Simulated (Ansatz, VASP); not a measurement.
# Ti: VASP beside Ansatz

```
Ti
1.0
     2.90575    0.00000    0.00000
    -1.45287    2.51645    0.00000
     0.00000    0.00000    4.82658
Ti
2
Cartesian
  0.0000 1.6776 1.2066
  1.4529 0.8388 3.6199
```

Change from the starting cell: strain -0.015 along x and y, +0.030 along z, atoms carried along.

Alike in both runs: task single point; functional PBE; k mesh 18 × 18 × 10; occupations gaussian, width 0.15 eV; no spin polarisation.

|  | VASP | Ansatz |
| --- | --- | --- |
| version | VASP 6.6.1 | Ansatz 0.2.0 |
| potentials or method | VASP PAW PBE potentials, release 64 (Ti_sv), cutoff 520 eV | scalar-relativistic, plane waves, PAW |
| valence electrons in the cell | 24 | 24 |

```csv
,VASP,Ansatz,Ansatz less VASP
gap on the k mesh at the Fermi level (eV),none,none,-
pressure (GPa),-1.9,-1.5,+0.36
"traceless stress, the component that is largest in VASP (GPa)",-3.42,-3.44,-0.017
```

A gap of «none» marks a metal or a gap that the smearing closes. With one functional, cell and mesh, what is left measures potentials, basis and numerics.
